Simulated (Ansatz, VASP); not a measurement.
## C in VASP and in Ansatz

POSCAR

```
C
1.0
    0.0000000000      1.8035734383      1.8035734383
    1.8035734383      0.0000000000      1.8035734383
    1.8035734383      1.8035734383      0.0000000000
C
2
Direct
    0.5000000000      0.5000000000      0.5000000000
    0.7500000000      0.7500000000      0.7500000000
```

Contents of INCAR.step1:

```
ALGO = Normal
EDIFF = 1E-5
ENCUT = 910
GGA = PE
GGA_COMPAT = False
ISMEAR = -1
LASPH = True
LCHARG = False
LREAL = False
LWAVE = True
NBANDS = 11
NELM = 120
PREC = Accurate
SIGMA = 0.05
```

Contents of INCAR.step2:

```
ALGO = Normal
EDIFF = 1E-6
ENCUT = 910
GGA_COMPAT = False
ISIF = 2
ISMEAR = -1
ISTART = 1
LASPH = True
LCHARG = True
LELF = True
LMIXTAU = True
LREAL = False
LVHAR = True
LWAVE = False
METAGGA = R2SCAN
NBANDS = 11
NELM = 120
PREC = Accurate
SIGMA = 0.05
```

Contents of KPOINTS:

```
k-points
0
Gamma
  13 13 13
```

Input for Ansatz:

```yaml
crystal:
  lattice:
    - [0.0, 1.8035734383, 1.8035734383]
    - [1.8035734383, 0.0, 1.8035734383]
    - [1.8035734383, 1.8035734383, 0.0]
  atoms:
    - { symbol: C, position: [0.5, 0.5, 0.5] }
    - { symbol: C, position: [0.75, 0.75, 0.75] }
hamiltonian:
  xc: r2scan
  pseudopotentials:
    kind: paw
    azcp:
      C: "pseudopotentials/C.paw.azcp"
basis:
  ecutwfc: 500
  fft_grid_basis: typed
kpoints:
  mp_grid: { grid: [13, 13, 13], shift: [0, 0, 0] }
magnetization:
  spin_polarized: false
scf:
  occupations: { method: fermi_dirac, width: 0.05 }
  lower_state_search: "off"
output:
  stress: true
  write_density: true
  write_potential: true
  elf: true
  volumetric_format: npy
```

Alike in both runs: task single point; functional r2SCAN; k mesh 13 × 13 × 13; occupations fermi-dirac, width 0.05 eV; no spin polarisation.

```csv
,VASP,Ansatz
version,VASP 6.6.1,Ansatz 0.2.0
potentials or method,"VASP PAW PBE potentials, release 64 (C_h), cutoff 910 eV","plane waves (500 eV) with PAW, scalar-relativistic"
valence electrons in the cell,8,8
```

```csv
,VASP,Ansatz,Ansatz less VASP
gap on the k mesh at the Fermi level (eV),4.29,4.29,-0.002
```

VASP's potentials were made for PBE, not for r2SCAN. The functional is the same, so the differences come from potentials, cutoffs and numerics.

Noted on VASP's run: the cutoff is short for stress, so the pressure is rough.
